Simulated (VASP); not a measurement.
Wanted: the native input for a VASP 6.6.1 run.

| Item | Value |
| --- | --- |
| Task | single point |
| Functional | PBEsol |
| Potentials or basis | VASP PAW PBE potentials, release 64 (Mg, O) |
| Cutoff | 520 eV |
| k mesh | 6 × 6 × 6 |
| Occupations | gaussian, width 0.05 eV |
| Spin | no spin polarisation |
| Dipole correction | no |
| Further INCAR settings | ALGO = Normal; EDIFF = 1e-07; NBANDS = 26 |

The structure of MgO lies in POSCAR:

```
MgO
1.0
    4.2142114404      0.0000000000      0.0000000000
    0.0000000000     -4.2142114404      0.0000000000
    0.0000000000      0.0000000000     -4.2142114404
Mg O
4 4
Direct
    0.0000000000      0.0000000000      0.0000000000
    0.5000000000      0.5000000000      0.0000000000
    0.5000000000      0.0000000000      0.5000000000
    0.0000000000      0.5000000000      0.5000000000
    0.4644061523      0.0000000000      0.0000000000
    0.0000000000      0.5000000000      0.0000000000
    0.0000000000      0.0000000000      0.5000000000
    0.5000000000      0.5000000000      0.5000000000
```

This cell differs from its parent crystal: atom 5 (O) moved +0.150 Å towards its neighbour atom 1 (Mg) at 2.107 Å.

One way to write it, as run:

INCAR

```
SYSTEM = MgO
PREC = Accurate
ENCUT = 520
EDIFF = 1E-7
ISMEAR = 0
SIGMA = 0.05
LREAL = .FALSE.
LASPH = .TRUE.
NELM = 60
ALGO = Normal
ISIF = 2
LWAVE = .FALSE.
LCHARG = .FALSE.
GGA = PS
NBANDS = 26
```

KPOINTS

```
Automatic mesh
0
G
  6 6 6
  0 0 0
```

Potentials or basis: VASP PAW PBE potentials, release 64 (Mg, O).

Command:

```bash
$ cat potpaw_PBE.64/Mg/POTCAR potpaw_PBE.64/O/POTCAR > POTCAR
$ mpirun -np 1 vasp_std > vasp.out
```

Results of the run:

```json
{
  "Pressure": "0.1 GPa",
  "Largest force": "1.733 eV/Å",
  "Band gap on the k mesh": "4.58 eV"
}
```

Caveat: the cell differs from its parent crystal (atom 5 (O) moved +0.150 Å towards its neighbour atom 1 (Mg) at 2.107 Å); the PAW data sets were made with another functional, which shifts forces and pressure a little.

Run time: 46 s on 1 thread of Intel(R) Xeon(R) Platinum 8259CL CPU @ 2.50GHz (Skylake/Cascade Lake), on a shared host, peak memory 0.21 GiB.
